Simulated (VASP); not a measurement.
Input of a VASP 6.6.1 run:

Contents of INCAR:

```
  PREC = Accurate
  ENCUT = 520
  EDIFF = 1E-6
  ISMEAR = 0
  SIGMA = 0.1
  LREAL = False
  LASPH = True
  NELM = 100
  ALGO = Normal
  ISIF = 2
  LWAVE = False
  LCHARG = False
  GGA = PE
  NBANDS = 40
```

The input KPOINTS:

```
Automatic mesh
0
Gamma
  6 6 4
```

POSCAR

```
Sr2TiPd3
1.0
    4.5419819500      0.0000000000      0.0000000000
   -2.2709909800      3.9334717600      0.0000000000
    0.0000000000      0.0000000000      4.5986718600
Sr Ti Pd
2 1 3
Direct
    0.3333333300      0.6666666700      0.7982264500
    0.6666666700      0.3333333300      0.2017735500
    0.0000000000      0.0000000000      0.5000000000
    0.5000000000      0.0000000000      0.0000000000
    0.0000000000      0.5000000000      0.0000000000
    0.5000000000      0.5000000000      0.0000000000
```

Potentials or basis: VASP PAW PBE potentials, release 64 (Sr_sv, Ti_sv, Pd).

The run is started by

```sh
$ cat potpaw_PBE.64/Sr_sv/POTCAR potpaw_PBE.64/Ti_sv/POTCAR potpaw_PBE.64/Pd/POTCAR > POTCAR
$ mpirun -np 1 vasp_std > vasp.out
```

Task: Estimate the largest force.

Result: 116.701 eV/Å.

Task: What does it give for the pressure?

Result: 490.0 GPa.

Task: Estimate the band gap on the k mesh.

Result: Zero (band 31 reaches 13.02 eV, above the bottom of band 32 at 11.80 eV).

Forces in eV/Å, atoms in the order of the input:
```
Sr     0.000    0.000 -116.701
Sr     0.000    0.000  116.701
Ti     0.000    0.000    0.000
Pd     0.000    0.000    0.000
Pd     0.000    0.000    0.000
Pd     0.000    0.000    0.000
```

Caveat: forces of over 1 eV/Å act on the atoms, so gaps and moduli don't describe the material at rest.
